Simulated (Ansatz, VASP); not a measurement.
Two plane-wave programs on WS2

Contents of INCAR:

```
SYSTEM = WS2
  PREC = Accurate
  ENCUT = 600
  EDIFF = 1E-7
  ISMEAR = 0
  SIGMA = 0.02
  LREAL = .FALSE.
  LASPH = .TRUE.
  NELM = 100
  ALGO = Normal
  ISIF = 3
  LWAVE = .FALSE.
  LCHARG = .FALSE.
  IBRION = 2
  NSW = 70
  EDIFFG = -0.005
```

KPOINTS

```
Automatic mesh
0
G
  12 12 12
  0 0 0
```

File POSCAR:

```
WS2
1.0
    1.5786015499      0.9114060298      6.0393062445
   -1.5786015499      0.9114060298      6.0393062445
    0.0000000000     -1.8228120595      6.0393062445
W S
1 2
Direct
    0.0006554627      0.0006554627      0.0006554627
    0.2472223804      0.2472223804      0.2472223804
    0.4208221569      0.4208221569      0.4208221569
```

Input for Ansatz:

```yaml
crystal:
  lattice:
    - [1.5786015499, 0.9114060298, 6.0393062445]
    - [-1.5786015499, 0.9114060298, 6.0393062445]
    - [0.0, -1.8228120595, 6.0393062445]
  atoms:
    - { symbol: W, position: [0.0006554627, 0.0006554627, 0.0006554627] }
    - { symbol: S, position: [0.2472223804, 0.2472223804, 0.2472223804] }
    - { symbol: S, position: [0.4208221569, 0.4208221569, 0.4208221569] }
basis:
  ecutwfc: 420
kpoints:
  mp_grid: { grid: [12, 12, 12] }
hamiltonian:
  xc: lda
scf:
  occupations: { method: gaussian, width: 0.02 }
output:
  forces: true
  stress: true
  eigenvalues: true
relax:
  adjacent_minimum: "off"
  f_tol: 0.005
  max_steps: 50
  cell: { stress_tol: 0.05 }
```

Alike in both runs: task relaxation of cell and atoms; functional LDA; k mesh 12 × 12 × 12; occupations gaussian, width 0.02 eV; no spin polarisation.

|  | VASP | Ansatz |
| --- | --- | --- |
| version | VASP 6.6.1 | Ansatz 0.2.0 |
| potentials or method | VASP PAW LDA potentials, release 64 (W_sv, S), cutoff 600 eV | scalar-relativistic, plane waves, PAW |
| valence electrons in the cell | 26 | 26 |

VASP gave:

| Quantity | Value |
| --- | --- |
| gap on the k mesh at the Fermi level, each at its own relaxed structure (eV) | 0.88 |
| relaxed volume (Å³/atom) | 17.16 |
| relaxed length of the cell vector where the two differ most in proportion (Å) | 6.321 |

Which values does Ansatz return?

gap on the k mesh at the Fermi level, each at its own relaxed structure (eV): 0.87; relaxed volume (Å³/atom): 17.13; relaxed length of the cell vector where the two differ most in proportion (Å): 6.320.

LDA's correlation is that of Perdew and Zunger in VASP and of Perdew and Wang (1992) in Ansatz.

Neither program's run includes spin-orbit coupling.
